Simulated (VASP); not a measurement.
# Au: single point with r2SCAN

Crystal: Au.

```
Au
1.0
     0.00000    2.06152    2.06152
     2.06152    0.00000    2.06152
     2.06152    2.06152    0.00000
Au
1
Direct
  0.00000 0.00000 0.00000
```

```json
{
 "Program": "VASP 6.6.1",
 "Task": "single point",
 "Functional": "r2SCAN",
 "Potentials or basis": "VASP PAW PBE potentials, release 64 (Au)",
 "Cutoff": "520 eV",
 "k mesh": "5 × 5 × 5",
 "Occupations": "fermi-dirac, width 0.1 eV",
 "Spin": "no spin polarisation",
 "Dipole correction": "no",
 "Further INCAR settings": "ALGO = Normal; EDIFF = 1e-06; NBANDS = 12"
}
```

```yaml
Pressure: -0.4 GPa
```

Levels at points of the mesh, in eV from the Fermi level:
```tsv
k point	band 2	band 3	band 4	band 5	band 6	band 7	band 8	band 9	band 10	band 11
(0.00, 0.00, 0.00)	-3.73	-3.73	-3.73	-2.27	-2.27	16.40	20.33	20.33	20.33	25.50
```

Run time: 8.7 s on 1 thread of Intel(R) Xeon(R) 6975P-C (Granite Rapids), on a shared host, peak memory 0.13 GiB.

Caveat: the k points lie up to 0.53 Å⁻¹ apart; the PAW data sets were made with another functional, which shifts forces and pressure a little; spin-orbit coupling is left out, which moves the levels of the heavy elements.
